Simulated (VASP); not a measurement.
Write the native input for VASP 6.6.1 that does the following.

| Item | Value |
| --- | --- |
| Task | single point |
| Functional | PBE |
| Potentials or basis | VASP PAW PBE potentials, release 64 (Pt, Al) |
| Cutoff | 520 eV |
| k mesh | 8 × 8 × 8 |
| Occupations | fermi-dirac, width 0.05 eV |
| Spin | no spin polarisation |
| Dipole correction | no |
| Further INCAR settings | ALGO = Normal; EDIFF = 1e-06; NBANDS = 15 |

The structure of Al2Pt lies in POSCAR:

```
Al2Pt
1.0
    0.0000000000      3.0129558903      3.0129558903
    3.0129558903      0.0000000000      3.0129558903
    3.0129558903      3.0129558903      0.0000000000
Pt Al
1 2
Direct
    0.0000000000      0.0000000000      0.0000000000
    0.7500000000      0.7500000000      0.7500000000
    0.2500000000      0.2500000000      0.2500000000
```

These files were run (other wordings do the same):

INCAR

```
PREC     = Accurate       # precision mode
ENCUT    = 520            # plane-wave cutoff, eV
EDIFF    = 1E-6           # SCF threshold, eV
ISMEAR   = -1             # smearing method
SIGMA    = 0.05           # smearing width, eV
LREAL    = False          # projectors in reciprocal space
LASPH    = True           # aspherical terms in the spheres
NELM     = 100            # most SCF steps
ALGO     = Normal         # electronic algorithm
ISIF     = 2              # what is computed and relaxed
LWAVE    = False          # write WAVECAR
LCHARG   = False          # write CHGCAR
GGA      = PE             # functional
NBANDS   = 15             # bands
```

KPOINTS

```
Automatic mesh
0
Gamma
  8 8 8
```

Potentials or basis: VASP PAW PBE potentials, release 64 (Pt, Al).

Command:

```sh
$ cat potpaw_PBE.64/Pt/POTCAR potpaw_PBE.64/Al/POTCAR > POTCAR
$ mpirun -np 1 vasp_std > vasp.out
```

Results of the run:

```json
{
  "Pressure": "-4.8 GPa",
  "Band gap on the k mesh": "zero (band 8 reaches 11.01 eV, above the bottom of band 9 at 5.74 eV)"
}
```

Caveat: spin-orbit coupling is left out, which moves the levels of the heavy elements.

Wall time 16 s on 1 thread of Intel(R) Xeon(R) Platinum 8259CL CPU @ 2.50GHz (Skylake/Cascade Lake), on a shared host, peak memory 0.18 GiB.
